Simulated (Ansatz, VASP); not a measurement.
## Si8N: VASP beside Ansatz

```
CELL_PARAMETERS angstrom
7.63103 0.00000 0.00000
0.00000 6.31294 0.00000
0.00000 0.00000 23.03187
ATOMIC_POSITIONS crystal
Si 0.00000 0.93690 0.17367
Si 0.50000 0.93690 0.17367
Si 0.00000 0.56310 0.17367
Si 0.50000 0.56310 0.17367
Si 0.25000 0.43690 0.22150
Si 0.75000 0.43690 0.22150
Si 0.25000 0.06310 0.22150
Si 0.75000 0.06310 0.22150
Si 0.25000 0.93327 0.31772
Si 0.75000 0.93327 0.31772
Si 0.25000 0.56673 0.31772
Si 0.75000 0.56673 0.31772
Si 0.00000 0.42663 0.35741
Si 0.50000 0.42663 0.35741
Si 0.00000 0.07337 0.35741
Si 0.50000 0.07337 0.35741
N 0.12500 0.17663 0.49201
N 0.12500 0.17663 0.53977
```

Alike in both runs: task single point; functional PBE; dispersion D3(BJ); k mesh 4 × 4 × 1; occupations gaussian, width 0.05 eV; no spin polarisation.

|  | VASP | Ansatz |
| --- | --- | --- |
| version | VASP 6.6.1 | Ansatz 0.2.0 |
| potentials or method | VASP PAW PBE potentials, release 64 (Si, N), cutoff 520 eV | scalar-relativistic, plane waves, PAW |
| valence electrons in the cell | 74 | 74 |

VASP gave:

- gap on the k mesh at the Fermi level (eV): none
- rms of the force components (eV/Å): 0.515
- work function, face that differs most (eV): 4.53

What did Ansatz give for the same quantities?

gap on the k mesh at the Fermi level (eV): none; rms of the force components (eV/Å): 0.322; work function, face that differs most (eV): 4.52.

Atom by atom the forces differ by 0.346 eV/Å (rms over components). A gap of «none» marks a metal or a gap that the smearing closes. One of these differences is far larger than is usual between the two programs; its cause wasn't traced. Ansatz's warnings: xc potential rough in thin density.

Noted on VASP's run: the standard files for N, O and F lose accuracy on very short bonds.
